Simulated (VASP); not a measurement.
Input of a VASP 6.6.1 run:

The input INCAR:

```
  PREC = Accurate
  ENCUT = 520
  EDIFF = 1E-6
  ISMEAR = 0
  SIGMA = 0.02
  LREAL = F
  LASPH = T
  NELM = 60
  ALGO = Normal
  ISIF = 2
  LWAVE = F
  LCHARG = F
  GGA = PE
  IVDW = 12
  NBANDS = 22
```

The input KPOINTS:

```
Automatic mesh
0
Gamma
  8 8 4
```

File POSCAR:

```
F
1.0
    2.9937995485     -1.7126263422     -0.1400788519
    2.9937995485      1.7126263422     -0.1400788519
   -2.0399603014      0.0000000000      7.3203890575
F
4
Direct
    0.0736709194      0.0736709194      0.0933089308
    0.9263290806      0.9263290806      0.9066910692
    0.5018328815      0.5018328815      0.5935968932
    0.4981671185      0.4981671185      0.4064031068
```

Potentials or basis: VASP PAW PBE potentials, release 64 (F).

Run with:

```sh
$ cat potpaw_PBE.64/F/POTCAR > POTCAR
$ mpirun -np 1 vasp_std > vasp.out
```

(1) Predict the largest force.

(2) Predict the dispersion energy per atom.

(3) Predict the pressure.

Answers

(1) 0.374 eV/Å.

(2) -0.024 eV.

(3) 0.1 GPa.
